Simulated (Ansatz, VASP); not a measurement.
# Ge in VASP and in Ansatz

File INCAR:

```
SYSTEM = Ge
ALGO = Normal ; EDIFF = 1E-6
ENCUT = 520 ; GGA = PS
ISIF = 2 ; ISMEAR = 0
LASPH = .TRUE. ; LCHARG = .FALSE.
LREAL = .FALSE. ; LWAVE = .FALSE.
NBANDS = 21 ; NELM = 60
PREC = Accurate ; SIGMA = 0.15
```

KPOINTS

```
k-points
0
G
  14 14 14
  0 0 0
```

File POSCAR:

```
Ge
1.0
   -0.0282877000      2.8287700000      2.8287700000
    2.8287700000     -0.0282877000      2.8287700000
    2.8004823000      2.8004823000      0.0000000000
Ge
2
Direct
    0.5000000000      0.5000000000      0.5000000000
    0.7500000000      0.7500000000      0.7500000000
```

Input for Ansatz:

```yaml
crystal:
  lattice:
    - [-0.0282877, 2.82877, 2.82877]
    - [2.82877, -0.0282877, 2.82877]
    - [2.8004823, 2.8004823, 0.0]
  atoms:
    - { symbol: Ge, position: [0.5, 0.5, 0.5] }
    - { symbol: Ge, position: [0.75, 0.75, 0.75] }
basis:
  ecutwfc: 420
kpoints:
  mp_grid: { grid: [14, 14, 14] }
hamiltonian:
  xc: pbesol
scf:
  occupations: { method: gaussian, width: 0.15 }
output:
  forces: true
  stress: true
  eigenvalues: true
```

Change from the starting cell: strain -0.0200 x Voigt [0, 0, 0, 0, 0, 1], atoms carried along.

Alike in both runs: task single point; functional PBEsol; k mesh 14 × 14 × 14; occupations gaussian, width 0.15 eV; no spin polarisation.

|  | VASP | Ansatz |
| --- | --- | --- |
| version | VASP 6.6.1 | Ansatz 0.2.0 |
| potentials or method | VASP PAW PBE potentials, release 64 (Ge_d), cutoff 520 eV | scalar-relativistic, plane waves, PAW |
| valence electrons in the cell | 28 | 28 |

```csv
,VASP,Ansatz,Ansatz less VASP
pressure (GPa),0.4,0.7,+0.36
"traceless stress, the component that is largest in VASP (GPa)",1.67,1.66,-0.005
rms of the force components (eV/Å),0.100,0.101,+0.0011
```

VASP's potentials were made for PBE, not for PBEsol. Atom by atom the forces differ by 0.001 eV/Å (rms over components).
